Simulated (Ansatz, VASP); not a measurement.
# One calculation of MgSe, two programs

File INCAR:

```
PREC     = Accurate       # precision mode
ENCUT    = 600            # plane-wave cutoff, eV
EDIFF    = 1E-6           # SCF threshold, eV
ISMEAR   = 0              # smearing method
SIGMA    = 0.05           # smearing width, eV
LREAL    = F              # projectors in reciprocal space
LASPH    = T              # aspherical terms in the spheres
NELM     = 120            # most SCF steps
ALGO     = Normal         # electronic algorithm
ISIF     = 2              # what is computed and relaxed
LWAVE    = F              # write WAVECAR
LCHARG   = F              # write CHGCAR
GGA      = B5             # functional
ALDAX    = 1.0          
AGGAX    = 1.0          
AGGAC    = 1.0          
ALDAC    = 0.0          
IVDW     = 12             # dispersion correction
VDW_S6   = 1.0          
VDW_S8   = 2.6996       
VDW_A1   = 0.4298       
VDW_A2   = 4.2359       
NBANDS   = 11             # bands
GGA_COMPAT= F
```

File KPOINTS:

```
Automatic mesh
0
Gamma
  8 8 8
```

The input POSCAR:

```
MgSe
1.0
    0.0000000000      2.7110848655      2.7110848655
    2.7110848655      0.0000000000      2.7110848655
    2.7110848655      2.7110848655      0.0000000000
Mg Se
1 1
Direct
    0.0000000000      0.0000000000      0.0000000000
    0.5000000000      0.5000000000      0.5000000000
```

Input for Ansatz:

```yaml
crystal:
  lattice:
    - [0.0, 2.7110848655, 2.7110848655]
    - [2.7110848655, 0.0, 2.7110848655]
    - [2.7110848655, 2.7110848655, 0.0]
  atoms:
    - { symbol: Mg, position: [0.0, 0.0, 0.0] }
    - { symbol: Se, position: [0.5, 0.5, 0.5] }
basis:
  ecutwfc: 420
  ecutrho_ratio: 4
kpoints:
  mp_grid: { grid: [8, 8, 8] }
hamiltonian:
  xc: blyp
  dispersion: d3bj
scf:
  occupations: { method: gaussian, width: 0.05 }
output:
  forces: true
  stress: true
  eigenvalues: true
```

Alike in both runs: task single point; functional BLYP; dispersion D3(BJ); k mesh 8 × 8 × 8; occupations gaussian, width 0.05 eV; no spin polarisation.

|  | VASP | Ansatz |
| --- | --- | --- |
| version | VASP 6.6.1 | Ansatz 0.2.0 |
| potentials or method | VASP PAW PBE potentials, release 64 (Mg, Se), cutoff 600 eV | scalar-relativistic, plane waves, PAW |
| valence electrons in the cell | 8 | 26 |

Ansatz gave:

```
gap on the k mesh at the Fermi level (eV) : 1.91
least direct gap on the mesh (eV)         : 2.86
pressure (GPa)                            : -1.4
```

Question: What did VASP give for the same quantities?

Answer: gap on the k mesh at the Fermi level (eV): 1.89; least direct gap on the mesh (eV): 2.88; pressure (GPa): -1.3.

VASP's potentials were made for PBE, not for BLYP. VASP's potentials hold 8 valence electrons a cell and Ansatz's 26, so a difference there can come from the potentials and not from the codes.
